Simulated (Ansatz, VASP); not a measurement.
Two plane-wave programs on Mg2Sn

```
CELL_PARAMETERS angstrom
0.00000 3.36950 3.36950
3.36950 0.00000 3.36950
3.36950 3.36950 0.00000
ATOMIC_POSITIONS crystal
Mg 0.25000 0.25000 0.25000
Mg 0.75000 0.75000 0.75000
Sn 0.00000 0.00000 0.00000
```

Alike in both runs: task relaxation of cell and atoms; functional LDA; k mesh 12 × 12 × 12; occupations gaussian, width 0.1 eV; no spin polarisation.

```csv
,VASP,Ansatz
version,VASP 6.6.1,Ansatz 0.2.0
potentials or method,"VASP PAW LDA potentials, release 64 (Mg, Sn_d), cutoff 600 eV","scalar-relativistic, plane waves, PAW"
valence electrons in the cell,18,34
```

Ansatz gave:

- gap on the k mesh at the Fermi level, each at its own relaxed structure (eV): none
- relaxed volume (Å³/atom): 24.66
- relaxed cell length with the largest relative difference (Å): 4.712

Problem. Estimate VASP's values.

Solution. gap on the k mesh at the Fermi level, each at its own relaxed structure (eV): none; relaxed volume (Å³/atom): 24.50; relaxed cell length with the largest relative difference (Å): 4.702.

LDA's correlation is that of Perdew and Zunger in VASP and of Perdew and Wang (1992) in Ansatz. A gap of «none» marks a metal or a gap that the smearing closes. VASP's potentials hold 18 valence electrons a cell and Ansatz's 34, so a difference there can come from the potentials and not from the codes.
